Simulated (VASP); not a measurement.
A run of VASP 6.6.1:

File POSCAR:

```
ScAl2
1.0
    0.0000000000      3.7776526849      3.7776526849
    3.7776526849      0.0000000000      3.7776526849
    3.7776526849      3.7776526849      0.0000000000
Sc Al
2 4
Direct
    0.5000000000      0.5000000000      0.5000000000
    0.7500000000      0.7500000000      0.7500000000
    0.1250000000      0.1250000000      0.1250000000
    0.6250000000      0.1250000000      0.1250000000
    0.1250000000      0.6250000000      0.1250000000
    0.1250000000      0.1250000000      0.6250000000
```

The input INCAR.step1:

```
SYSTEM = ScAl2
PREC = Accurate
ENCUT = 520
ISMEAR = -1
SIGMA = 0.2
LREAL = .False.
LASPH = .True.
NELM = 80
NBANDS = 26
GGA = PE
ALGO = Normal
EDIFF = 1E-4
LWAVE = .True.
LCHARG = .False.
```

Contents of INCAR.step2:

```
SYSTEM = ScAl2
PREC = Accurate
ENCUT = 520
EDIFF = 1E-6
ISMEAR = -1
SIGMA = 0.2
LREAL = .False.
LASPH = .True.
NELM = 80
ALGO = Normal
ISIF = 2
LWAVE = .False.
LCHARG = .False.
METAGGA = R2SCAN
LMIXTAU = .True.
NBANDS = 26
ISTART = 1
```

KPOINTS

```
Automatic mesh
0
Gamma
  8 8 8
  0 0 0
```

Potentials or basis: VASP PAW PBE potentials, release 64 (Sc_sv, Al).

The run is started by

```console
$ cat potpaw_PBE.64/Sc_sv/POTCAR potpaw_PBE.64/Al/POTCAR > POTCAR
$ cp INCAR.step1 INCAR
$ mpirun -np 1 vasp_std > vasp.out
$ cp INCAR.step2 INCAR
$ mpirun -np 1 vasp_std > vasp.out
```

Hardware: 1 thread of AMD EPYC 7R43 64-Core Processor (Zen 3), with other jobs on the host.

**Question.** How long does it take, and how much memory?

**Answer.** Wall time 6.5 min on 1 thread of AMD EPYC 7R43 64-Core Processor (Zen 3), on a shared host, peak memory 0.26 GiB. Counts: k points 29.
